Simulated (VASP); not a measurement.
A run of VASP 6.6.1 is set up as follows.

INCAR

```
SYSTEM = Rh
PREC = Accurate ; ENCUT = 600
EDIFF = 1E-6 ; ISMEAR = -1
SIGMA = 0.05 ; LREAL = .FALSE.
LASPH = .TRUE. ; NELM = 100
ALGO = Normal ; ISIF = 3
LWAVE = .FALSE. ; LCHARG = .FALSE.
GGA = PS ; IVDW = 13
IBRION = 2 ; NSW = 80
EDIFFG = -0.005
```

File KPOINTS:

```
regular mesh
0
G
  12 12 12
  0 0 0
```

The input POSCAR:

```
Rh
1.0
    0.0000000000      1.8978500000      1.8978500000
    1.8978500000      0.0000000000      1.8978500000
    1.8978500000      1.8978500000      0.0000000000
Rh
1
Direct
    0.0000000000      0.0000000000      0.0000000000
```

Potentials or basis: VASP PAW PBE potentials, release 64 (Rh_pv).

Launch:

```bash
$ cat potpaw_PBE.64/Rh_pv/POTCAR > POTCAR
$ mpirun -np 1 vasp_std > vasp.out
```

**Question.** Estimate the space group after relaxing (to 0.05 Å).

**Answer.** Fm-3m (No. 225).

**Question.** Predict the dispersion energy per atom.

**Answer.** -0.509 eV.

**Question.** Predict the relaxed cell.

**Answer.** a = 2.656 Å, b = 2.656 Å, c = 2.656 Å, α = 60.00°, β = 60.00°, γ = 60.00°.

**Question.** Predict the relaxed volume.

**Answer.** 13.25 Å³/atom.

Final structure:
```
Rh
1.0
     0.00000    1.87830    1.87830
     1.87830    0.00000    1.87830
     1.87830    1.87830    0.00000
Rh
1
Cartesian
  1.8783 3.7566 1.8783
```

Caveat: the PAW data sets were made with another functional, which shifts forces and pressure a little; pairwise dispersion overbinds metals, which lowers pressure and volume.
